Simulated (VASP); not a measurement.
Runs of VASP 6.6.1 on TiAl3. The structure is that of space group Pm-3m (No. 221), or close to it. The cells are those of the table. 

```tsv
spin	cell	k mesh	cutoff (eV)	smearing	gap on the mesh (eV)	pressure (GPa)
non-collinear, zero start, SOC	a = 3.706 Å, 4 atoms	12 × 12 × 12	500	fermi-dirac 0.15 eV	-	(b)
off	a = 3.814 Å, 4 atoms	10 × 10 × 10	520	gaussian 0.1 eV	none	17.5
off	a = 4.019 Å, 4 atoms	10 × 10 × 10	520	gaussian 0.1 eV	none	-3.0
off	a = 4.058 Å, 4 atoms	10 × 10 × 10	520	gaussian 0.1 eV	none	-5.6
off	a = 3.857 Å, 4 atoms	10 × 10 × 10	520	gaussian 0.1 eV	none	12.1
off	a = 4.108 Å, 4 atoms	10 × 10 × 10	520	gaussian 0.1 eV	none	-8.4
off	a = 3.940 Å, 4 atoms	10 × 10 × 10	520	gaussian 0.1 eV	none	(a)
```

Alike in all rows: task single point; level PBE; potentials or basis VASP PAW PBE potentials, release 64 (Ti_sv, Al).

Fill in the values left out.

(a) 3.3; (b) 35.0.

A gap of «none» marks levels without a gap at the run's occupations.
